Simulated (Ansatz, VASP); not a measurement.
One calculation of Pt, two programs

File INCAR:

```
  PREC = Accurate
  ENCUT = 500
  EDIFF = 1E-6
  ISMEAR = -1
  SIGMA = 0.05
  LREAL = F
  LASPH = T
  NELM = 120
  ALGO = Normal
  ISIF = 2
  LWAVE = F
  LCHARG = F
  GGA = PE
  NBANDS = 11
  GGA_COMPAT = F
```

Contents of KPOINTS:

```
Automatic mesh
0
Gamma
  13 13 13
```

POSCAR

```
Pt
1.0
    0.0000000000      1.9390000000      1.9390000000
    1.9390000000      0.0000000000      1.9390000000
    1.9390000000      1.9390000000      0.0000000000
Pt
1
Direct
    0.0000000000      0.0000000000      0.0000000000
```

Input for Ansatz:

```yaml
crystal:
  lattice:
    - [0.0, 1.939, 1.939]
    - [1.939, 0.0, 1.939]
    - [1.939, 1.939, 0.0]
  atoms:
    - { symbol: Pt, position: [0.0, 0.0, 0.0] }
hamiltonian:
  xc: pbe
  pseudopotentials: { kind: paw }
basis:
  ecutwfc: 420
kpoints:
  mp_grid: { grid: [13, 13, 13] }
scf:
  occupations: { method: fermi_dirac, width: 0.05 }
  lower_state_search: "off"
output:
  forces: true
  stress: true
```

Alike in both runs: task single point; functional PBE; k mesh 13 × 13 × 13; occupations fermi-dirac, width 0.05 eV; no spin polarisation.

|  | VASP | Ansatz |
| --- | --- | --- |
| version | VASP 6.6.1 | Ansatz 0.2.0 |
| potentials or method | VASP PAW PBE potentials, release 64 (Pt), cutoff 500 eV | PAW, plane waves, scalar-relativistic |
| valence electrons in the cell | 10 | 18 |

```csv
,VASP,Ansatz,Ansatz less VASP
pressure (GPa),20.6,21.1,+0.57
```

The functional is the same, so the differences come from potentials, cutoffs and numerics. VASP's potentials hold 10 valence electrons a cell and Ansatz's 18, so a difference there can come from the potentials and not from the codes.

Neither program's run includes spin-orbit coupling.
